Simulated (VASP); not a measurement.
# Re (I4_1/amd) in VASP: single point with PBEsol

Aim: the single point of Re with PBEsol.

Program: VASP 6.6.1. These are calculated values, not measurements. Logs are shortened: lines on timing, memory, paths and dates and some standing lists are left out, and cuts for length are marked.

## Step 1: The cell of the first run

It takes space group I4_1/amd (No. 141, tetragonal). The conventional cell has a = 4.813 Å, b = 4.813 Å, c = 2.625 Å, α = 90.00°, β = 90.00°, γ = 90.00°. Re (site symmetry -4m2) has 10 Re at 2.49 to 3.11 Å within 3.3 Å.

## Step 2: Single point, PBEsol

File INCAR:

```
SYSTEM = Re
PREC     = Accurate       ! precision mode
ENCUT    = 560            ! plane-wave cutoff, eV
EDIFF    = 1E-6           ! SCF threshold, eV
ISMEAR   = 0              ! smearing method
SIGMA    = 0.1            ! smearing width, eV
LREAL    = .FALSE.        ! projectors in reciprocal space
LASPH    = .TRUE.         ! aspherical terms in the spheres
NELM     = 120            ! most SCF steps
ALGO     = Normal         ! electronic algorithm
ISIF     = 2              ! what is computed and relaxed
LWAVE    = .FALSE.        ! write WAVECAR
LCHARG   = .TRUE.         ! write CHGCAR
GGA      = PS             ! functional
LELF     = .TRUE.         ! ELF
LVHAR    = .TRUE.       
NBANDS   = 22             ! bands
GGA_COMPAT= .FALSE.
```

File KPOINTS:

```
regular mesh
0
G
  8 8 8
  0 0 0
```

File POSCAR:

```
Re
1.0
   -2.4064138552      2.4064138552      1.3127431791
    2.4064138552     -2.4064138552      1.3127431791
    2.4064138552      2.4064138552     -1.3127431791
Re
2
Direct
    0.0000000000      0.0000000000      0.0000000000
    0.7500000000      0.2500000000      0.5000000000
```

Potentials or basis: VASP PAW PBE potentials, release 64 (Re_sv_GW).

Started as:

```bash
$ cat potpaw_PBE.64/Re_sv_GW/POTCAR > POTCAR
$ mpirun -np 1 vasp_std > vasp.out
```

OUTCAR:

```text
SYSTEM = Re
   PREC = Accurate
   ENCUT = 560
   EDIFF = 1E-6
   ISMEAR = 0
   LREAL = .FALSE.
   LASPH = .TRUE.
   NELM = 120
   ISIF = 2
   GGA = PS

 ion  position               nearest neighbor table
   1  0.000  0.000  0.000-   2 2.49   2 2.49   2 2.49   2 2.49   2 3.11   2 3.11   2 3.11   2 3.11

   2  0.750  0.250  0.500-   1 2.49   1 2.49   1 2.49   1 2.49   1 3.11   1 3.11   1 3.11   1 3.11

  LATTYP: Found a body centered tetragonal cell.
 ALAT       =     4.8128277104
 C/A-ratio  =     0.5455184595

  Lattice vectors:

 A1 = (  -2.4064138552,   2.4064138552,   1.3127431791)
 A2 = (   2.4064138552,  -2.4064138552,   1.3127431791)
 A3 = (   2.4064138552,   2.4064138552,  -1.3127431791)

Analysis of symmetry for initial positions (statically):
=====================================================================
 Subroutine PRICEL returns:
 Original cell was already a primitive cell.

 Routine SETGRP: Setting up the symmetry group for a
 body centered tetragonal supercell.

 Subroutine GETGRP returns: Found 16 space group operations
 (whereof  8 operations were pure point group operations)
 out of a pool of 16 trial point group operations.

The static configuration has the point symmetry D_2d.
 The point group associated with its full space group is D_4h.

Analysis of symmetry for dynamics (positions and initial velocities):
=====================================================================
 Subroutine PRICEL returns:
 Original cell was already a primitive cell.

 Routine SETGRP: Setting up the symmetry group for a
 body centered tetragonal supercell.

 Subroutine GETGRP returns: Found 16 space group operations
 (whereof  8 operations were pure point group operations)
 out of a pool of 16 trial point group operations.

The dynamic configuration has the point symmetry D_2d.
 The point group associated with its full space group is D_4h.

 Subroutine INISYM returns: Found 16 space group operations
 (whereof  8 operations are pure point group operations),
 and found     1 'primitive' translations

----------------------------------------------------------------------------------------

                                     Primitive cell

  volume of cell :      30.4075

  direct lattice vectors                    reciprocal lattice vectors
    -2.406413855  2.406413855  1.312743179     0.000000000  0.207778059  0.380881811
     2.406413855 -2.406413855  1.312743179     0.207778059  0.000000000  0.380881811
     2.406413855  2.406413855 -1.312743179     0.207778059  0.207778059  0.000000000

  length of vectors
[... 81 lines left out ...]
   NELM   =    120;   NELMIN=  2; NELMDL= -5     # of ELM steps
   EDIFF  = 0.1E-05   stopping-criterion for ELM
   LREAL  =      F    real-space projection
   EDIFFG = 0.1E-04   stopping-criterion for IOM
   NSW    =      0    number of steps for IOM
   IBRION =     -1    ionic relax: 0-MD 1-quasi-New 2-CG
   NFREE  =      0    steps in history (QN), initial steepest desc. (CG)
   ISIF   =      2    stress and relaxation
   ISYM   =      2    0-nonsym 1-usesym 2-fastsym
   POTIM  = 0.5000    time-step for ionic-motion
   TEBEG  =    0.0;   TEEND  =   0.0 temperature during run
   PSTRESS=    0.0 pullay stress
   NELECT =      30.0000    total number of electrons
   NUPDOWN=      -1.0000    fix difference up-down
   EMIN   =  10.00;   EMAX   =-10.00  energy-range for DOS
   EFERMI =   0.00;   METHOD = LEGACY
   ISMEAR =     0;   SIGMA  =   0.10  broadening in eV -4-tet -1-fermi 0-gaus
   EFERMI_NEDOS =   21; number of points for ismear=-14 and -15
   IALGO  =     38    algorithm
   IMIX   =      4    mixing-type and parameters
     AMIX     =   0.40;   BMIX     =  1.00
     AMIX_MAG =   1.60;   BMIX_MAG =  1.00
  volume/ion in A,a.u.               =      15.20       102.60
  Fermi-wavevector in a.u.,A,eV,Ry     =   1.629753  3.079787 36.138363  2.656095
  Thomas-Fermi vector in A             =   2.722167
   LORBIT       =      0    0 simple, 1 ext, 2 COOP (PROOUT), +10 PAW based schemes
   GGA     = PS    functional components
   LHFCALC =     F    Hartree Fock is set to
   AEXX    =    0.0000 exact exchange contribution
   IVDW    =     0    specifies the selected vdW correction
   LEPSILON=     F    determine dielectric tensor
   LRPA    =     F    only Hartree local field effects (RPA)
 non-spin polarized calculation
 Gauss-broadening in eV      SIGMA  =   0.10
  energy-cutoff  :      560.00
  volume of cell :       30.41
 maximum number of plane-waves:       941
   NGX = 15   NGY = 15   NGZ = 15

 number of electron      29.9999998 magnetization

 Free energy of the ion-electron system (eV)
  ---------------------------------------------------
  ext. energy  EPLUGINS =         0.00000000
  ---------------------------------------------------
  free energy    TOTEN  =       -27.81722832 eV

  energy without entropy =      -27.80412565  energy(sigma->0) =      -27.81067699

 E-fermi :  12.8743     XC(G=0): -14.0606

 val. band max:       12.8725349104   @ k =   0.2500   0.2500   0.1250
 cond. band min:      12.9067321759   @ k =   0.5000   0.5000   0.5000
 fundamental gap:      0.0341972656
 Fermi energy:        12.8742804005

 k-point     1 :       0.0000    0.0000    0.0000
  band No.  band energies     occupation
      1     -67.5023      2.00000
      2     -67.2268      2.00000
      3     -29.8829      2.00000
      4     -29.8829      2.00000
      5     -28.6888      2.00000
      6     -28.6689      2.00000
[... 589 lines left out ...]
     21      21.1159      0.00000
     22      21.3681      0.00000

 [... further k-points ...]

------------------------ aborting loop because EDIFF is reached ----------------------------------------

  FORCE on cell =-STRESS in cart. coord.  units (eV):
  Direction    XX          YY          ZZ          XY          YZ          ZX
  --------------------------------------------------------------------------------------
  -------------------------------------------------------------------------------------
  Total        4.3208371      4.3208371      0.4877681      0.0000000      0.0000000      0.0000000
  in kB      227.6659451    227.6659451     25.7006207      0.0000000      0.0000000      0.0000000
  external PRESSURE =     160.3441703 kB  Pullay stress =       0.0000000 kB

 VOLUME and BASIS-vectors are now :
 -----------------------------------------------------------------------------
  energy-cutoff  :      560.00
  volume of cell :       30.41
      direct lattice vectors                 reciprocal lattice vectors
    -2.406413855  2.406413855  1.312743179     0.000000000  0.207778059  0.380881811
     2.406413855 -2.406413855  1.312743179     0.207778059  0.000000000  0.380881811
     2.406413855  2.406413855 -1.312743179     0.207778059  0.207778059  0.000000000

 POSITION                                       TOTAL-FORCE (eV/Angst)
 -----------------------------------------------------------------------------------
      0.00000      0.00000      0.00000        -0.000000      0.000000      0.000000
      0.00000      2.40641      0.65637         0.000000     -0.000000     -0.000000
 -----------------------------------------------------------------------------------
    total drift:                               -0.000000      0.000000      0.000000

  FREE ENERGIE OF THE ION-ELECTRON SYSTEM (eV)
  ---------------------------------------------------
  free  energy   TOTEN  =       -27.8172283246 eV

  energy  without entropy=      -27.8041256517  energy(sigma->0) =      -27.81067699
```

Run time: 4.9 min. Hardware: 1 thread of AMD EPYC, shared host; peak memory 0.16 GiB.

What came out:

* Free energy: -27.8172 eV
* Pressure: 16.0 GPa
* Band gap on the k mesh: zero (bands 15 and 16 overlap by 2.22 eV)

Stress tensor (GPa, compression positive):
```
22.77  0.00  0.00
 0.00 22.77  0.00
 0.00  0.00  2.57
```

Caveat: the stress differs along the axes, from 3 to 23 GPa; the PAW data sets were made with another functional, which shifts forces and pressure a little; spin-orbit coupling is left out, which moves the levels of the heavy elements.

The gap in the log of VASP goes by the Fermi energy; the results here count the filled bands.